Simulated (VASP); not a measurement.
InP, 2 atoms in the cell. It takes space group F-43m (No. 216, cubic). Conventional cell: a = 5.904 Å, b = 5.904 Å, c = 5.904 Å, α = 90.00°, β = 90.00°, γ = 90.00°. Within 3.4 Å of In (site symmetry -43m) lie 4 P at 2.56 Å. Within 3.4 Å of P (site symmetry -43m) lie 4 In at 2.56 Å. 

| Quantity | Value |
| --- | --- |
| Program | VASP 6.6.1 |
| Task | single point |
| Functional | LDA |
| Potentials or basis | VASP PAW LDA potentials, release 64 (In_d, P) |
| Cutoff | 520 eV |
| k mesh | 6 × 6 × 6 |
| Occupations | gaussian, width 0.1 eV |
| Spin | no spin polarisation |
| Dipole correction | no |
| Further INCAR settings | ALGO = Normal; EDIFF = 1e-06; NBANDS = 16 |

Potentials or basis: VASP PAW LDA potentials, release 64 (In_d, P).

The run is started by

```bash
$ cat potpaw_LDA.64/In_d/POTCAR potpaw_LDA.64/P/POTCAR > POTCAR
$ mpirun -np 1 vasp_std > vasp.out
```

Hardware: 1 thread of Intel(R) Xeon(R) 6975P-C (Granite Rapids), with other jobs on the host.

**Question.** How long does it take, and how much memory?

**Answer.** Wall time 4.5 s on 1 thread of Intel(R) Xeon(R) 6975P-C (Granite Rapids) (shared host), peak memory 0.15 GiB. Counts: scf iterations 13, k points 16.
